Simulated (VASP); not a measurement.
# Sr in VASP: further runs, part 2 of 2

VASP 6.6.1. Earlier steps stand in the parts before.

## (4) Single point, PBE (strain -0.040 along x and y, +0.000 along z)

Contents of INCAR:

```
PREC = Accurate
ENCUT = 520
EDIFF = 1E-7
ISMEAR = 0
SIGMA = 0.15
LREAL = F
LASPH = T
NELM = 60
ALGO = Fast
ISIF = 2
LWAVE = F
LCHARG = T
GGA = PE
LELF = T
LVHAR = T
NBANDS = 11
```

Contents of KPOINTS:

```
regular mesh
0
Gamma
  14 14 14
```

Contents of POSCAR:

```
Sr
1.0
   -2.3280000000      2.3280000000      2.4250000000
    2.3280000000     -2.3280000000      2.4250000000
    2.3280000000      2.3280000000     -2.4250000000
Sr
1
Direct
    0.0000000000      0.0000000000      0.0000000000
```

Potentials or basis: VASP PAW PBE potentials, release 64 (Sr_sv).

The run is started by

```bash
$ cat potpaw_PBE.64/Sr_sv/POTCAR > POTCAR
$ mpirun -np 1 vasp_std > vasp.out
```

OUTCAR:

```text
PREC = Accurate
   ENCUT = 520
   EDIFF = 1E-7
   ISMEAR = 0
   LREAL = F
   LASPH = T
   NELM = 60
   ISIF = 2
   GGA = PE

 ion  position               nearest neighbor table
   1  0.000  0.000  0.000-

  LATTYP: Found a body centered tetragonal cell.
 ALAT       =     4.6560000000
 C/A-ratio  =     1.0416666667

  Lattice vectors:

 A1 = (  -2.3280000000,   2.3280000000,   2.4250000000)
 A2 = (   2.3280000000,  -2.3280000000,   2.4250000000)
[... 516 lines left out ...]
     11       8.2390      0.00000

 [... further k-points ...]

------------------------ aborting loop because EDIFF is reached ----------------------------------------

  FORCE on cell =-STRESS in cart. coord.  units (eV):
  Direction    XX          YY          ZZ          XY          YZ          ZX
  --------------------------------------------------------------------------------------
  -------------------------------------------------------------------------------------
  Total        0.1218767      0.1218767      0.0944802      0.0000000      0.0000000      0.0000000
  in kB        3.7144424      3.7144424      2.8794774      0.0000000      0.0000000      0.0000000
  external PRESSURE =       3.4361207 kB  Pullay stress =       0.0000000 kB

 VOLUME and BASIS-vectors are now :
 -----------------------------------------------------------------------------
  energy-cutoff  :      520.00
  volume of cell :       52.57
      direct lattice vectors                 reciprocal lattice vectors
    -2.328000000  2.328000000  2.425000000     0.000000000  0.214776632  0.206185567
     2.328000000 -2.328000000  2.425000000     0.214776632  0.000000000  0.206185567
     2.328000000  2.328000000 -2.425000000     0.214776632  0.214776632  0.000000000

 POSITION                                       TOTAL-FORCE (eV/Angst)
 -----------------------------------------------------------------------------------
      0.00000      0.00000      0.00000         0.000000      0.000000     -0.000000
 -----------------------------------------------------------------------------------
    total drift:                               -0.000000     -0.000000      0.000000

  FREE ENERGIE OF THE ION-ELECTRON SYSTEM (eV)
  ---------------------------------------------------
  free  energy   TOTEN  =        -1.6361553223 eV

  energy  without entropy=       -1.6233158286  energy(sigma->0) =       -1.62973558
```

OSZICAR:

```text
N       E                     dE             d eps       ncg     rms          rms(c)
DAV:   1     0.342931586239E+02    0.34293E+02   -0.47811E+03  5368   0.786E+02
DAV:   2     0.331560901736E-02   -0.34290E+02   -0.33700E+02  6270   0.150E+02
DAV:   3    -0.156745866227E+01   -0.15708E+01   -0.15551E+01  7972   0.234E+01
DAV:   4    -0.163274933220E+01   -0.65291E-01   -0.65214E-01  7149   0.434E+00
DAV:   5    -0.163394625862E+01   -0.11969E-02   -0.11968E-02  7744   0.467E-01    0.112E+01
RMM:   6    -0.163483584248E+01   -0.88958E-03   -0.60889E-03  5649   0.907E-01    0.637E+00
RMM:   7    -0.163588737756E+01   -0.10515E-02   -0.12225E-02  5974   0.133E+00    0.273E-01
RMM:   8    -0.163604618273E+01   -0.15881E-03   -0.22664E-03  7229   0.349E-01    0.738E-02
RMM:   9    -0.163612702653E+01   -0.80844E-04   -0.56553E-04  8559   0.103E-01    0.421E-02
RMM:  10    -0.163614954331E+01   -0.22517E-04   -0.87253E-05  8222   0.440E-02    0.269E-02
RMM:  11    -0.163615472281E+01   -0.51795E-05   -0.20659E-05  8274   0.224E-02    0.654E-03
RMM:  12    -0.163615500731E+01   -0.28449E-06   -0.49966E-06  8679   0.927E-03    0.566E-03
RMM:  13    -0.163615530394E+01   -0.29663E-06   -0.99908E-07  7676   0.608E-03    0.206E-03
RMM:  14    -0.163615532228E+01   -0.18342E-07   -0.53836E-07  6188   0.257E-03
   1 F= -.16361553E+01 E0= -.16297356E+01  d E =-.128395E-01
```

It took 81 s on 1 thread of Intel Xeon Platinum 8488C (Sapphire Rapids), shared host; peak memory 0.27 GiB.

What came out:

| Quantity | Value |
| --- | --- |
| Free energy | -1.6362 eV |
| Pressure | 0.3 GPa |
| Band gap on the k mesh | zero (bands 5 and 6 overlap by 0.42 eV) |

Levels at points of the mesh, in eV from the Fermi level:
| k point | band 2 | band 3 | band 4 | band 5 | band 6 | band 7 | band 8 | band 9 |
| --- | --- | --- | --- | --- | --- | --- | --- | --- |
| (0.00, 0.00, 0.00) | -18.40 | -18.40 | -18.39 | -3.70 | 2.37 | 2.37 | 2.61 | 3.64 |
| (0.50, 0.00, 0.00) | -18.63 | -18.47 | -18.39 | -1.04 | 0.26 | 1.32 | 3.52 | 4.33 |
| (0.50, 0.50, 0.00) | -18.63 | -18.47 | -18.40 | -0.97 | 0.38 | 1.06 | 3.85 | 4.45 |
| (0.50, 0.50, 0.50) | -18.57 | -18.55 | -18.55 | -0.24 | -0.14 | 3.44 | 4.00 | 4.00 |

Caveat: the cell differs from its parent crystal (strain -0.040 along x and y, +0.000 along z).

## (5) Single point, PBE (strain +0.000 along x and y, -0.040 along z)

Contents of INCAR:

```
SYSTEM = Sr
PREC     = Accurate       ! precision mode
ENCUT    = 520            ! plane-wave cutoff, eV
EDIFF    = 1E-6           ! SCF threshold, eV
ISMEAR   = 0              ! smearing method
SIGMA    = 0.15           ! smearing width, eV
LREAL    = .FALSE.        ! projectors in reciprocal space
LASPH    = .TRUE.         ! aspherical terms in the spheres
NELM     = 60             ! most SCF steps
ALGO     = Fast           ! electronic algorithm
ISIF     = 2              ! what is computed and relaxed
LWAVE    = .FALSE.        ! write WAVECAR
LCHARG   = .FALSE.        ! write CHGCAR
GGA      = PE             ! functional
NBANDS   = 11             ! bands
```

Contents of KPOINTS:

```
Automatic mesh
0
G
  14 14 14
  0 0 0
```

Contents of POSCAR:

```
Sr
1.0
   -2.4250000000      2.4250000000      2.3280000000
    2.4250000000     -2.4250000000      2.3280000000
    2.4250000000      2.4250000000     -2.3280000000
Sr
1
Direct
    0.0000000000      0.0000000000      0.0000000000
```

The run is started by

```bash
$ cat potpaw_PBE.64/Sr_sv/POTCAR > POTCAR
$ mpirun -np 1 vasp_std > vasp.out
```

Run time: 62 s. Hardware: 1 thread of Intel Xeon Platinum 8488C (Sapphire Rapids), shared host; peak memory 0.28 GiB.

It converged, with:

| Property | Result |
| --- | --- |
| Free energy | -1.6373 eV |
| Pressure | -0.1 GPa |
| Band gap on the k mesh | zero (bands 5 and 6 overlap by 0.35 eV) |

Stress tensor (GPa, compression positive):
```
-0.18  0.00  0.00
 0.00 -0.18  0.00
 0.00  0.00 -0.05
```

Levels at points of the mesh, in eV from the Fermi level:
| k point | band 3 | band 4 | band 5 | band 6 | band 7 | band 8 |
| --- | --- | --- | --- | --- | --- | --- |
| (0.00, 0.00, 0.00) | -18.49 | -18.49 | -3.65 | 2.22 | 2.47 | 2.47 |
| (0.50, 0.00, 0.00) | -18.56 | -18.50 | -0.98 | 0.27 | 1.13 | 3.58 |
| (0.50, 0.50, 0.00) | -18.56 | -18.49 | -1.06 | 0.15 | 1.40 | 3.34 |
| (0.50, 0.50, 0.50) | -18.64 | -18.63 | -0.18 | -0.10 | 3.45 | 3.45 |

Caveat: the cell differs from its parent crystal (strain +0.000 along x and y, -0.040 along z).

## (6) Overview

| cell | further INCAR settings | gap on the mesh (eV) | pressure (GPa) |
| --- | --- | --- | --- |
| a = 3.864 Å, angles 109.5°, 1 atom | ALGO = Fast; EDIFF = 1e-06; NBANDS = 11 | none | 3.2 |
| a = 4.536 Å, angles 109.5°, 1 atom | ALGO = Fast; EDIFF = 1e-06; NBANDS = 11 | none | -2.0 |
| a = 4.089 Å, angles 110.6, 110.6, 107.3°, 1 atom | ALGO = Fast; EDIFF = 1e-07; NBANDS = 11 | none | 0.3 |
| a = 4.145 Å, angles 108.4, 108.4, 111.7°, 1 atom | ALGO = Fast; EDIFF = 1e-06; NBANDS = 11 | none | -0.1 |

Alike in all rows: task single point; level PBE; potentials or basis VASP PAW PBE potentials, release 64 (Sr_sv); no spin polarisation; k mesh 14 × 14 × 14; cutoff (eV) 520; smearing gaussian 0.15 eV.

Caveats: the cell stands under pressure (at least some runs).

Absolute energies hang on the potentials; compare differences alone.
